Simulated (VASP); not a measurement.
Runs of VASP 6.6.1 on CO2. The structure is that of space group I-42d (No. 122), or close to it. The cells are those of the table. 

```csv
cell,gap on the mesh (eV),pressure (GPa),largest force (eV/Å)
"a = 4.053 Å, angles 122.6, 122.6, 85.6°, 6 atoms",7.71,6.3,0.48
"a = 4.163 Å, angles 122.6, 122.6, 85.6°, 6 atoms",7.36,-14.0,0.63
"a = 4.136 Å, angles 122.6, 122.6, 85.6°, 6 atoms",7.45,-9.7,0.38
"a = 4.190 Å, angles 122.6, 122.6, 85.6°, 6 atoms",7.28,-17.9,(a)
"a = 4.025 Å, angles 122.6, 122.6, 85.6°, 6 atoms",7.78,12.9,0.81
"a = 4.081 Å, angles 122.6, 122.6, 85.6°, 6 atoms",7.62,0.4,0.17
"a = 4.109 Å, angles 122.6, 122.6, 85.6°, 6 atoms",7.54,(b),0.12
```

Alike in all rows: task single point; level PBEsol; potentials or basis VASP PAW PBE potentials, release 64 (C, O); no spin polarisation; k mesh 7 × 7 × 7; cutoff (eV) 520; smearing methfessel-paxton 0.02 eV.

Task: Estimate the missing entries.

Result: (a) 0.85; (b) -4.9.

Caveats: the PAW data sets were made with another functional, which shifts forces and pressure a little.

A k mesh can miss the band edges.
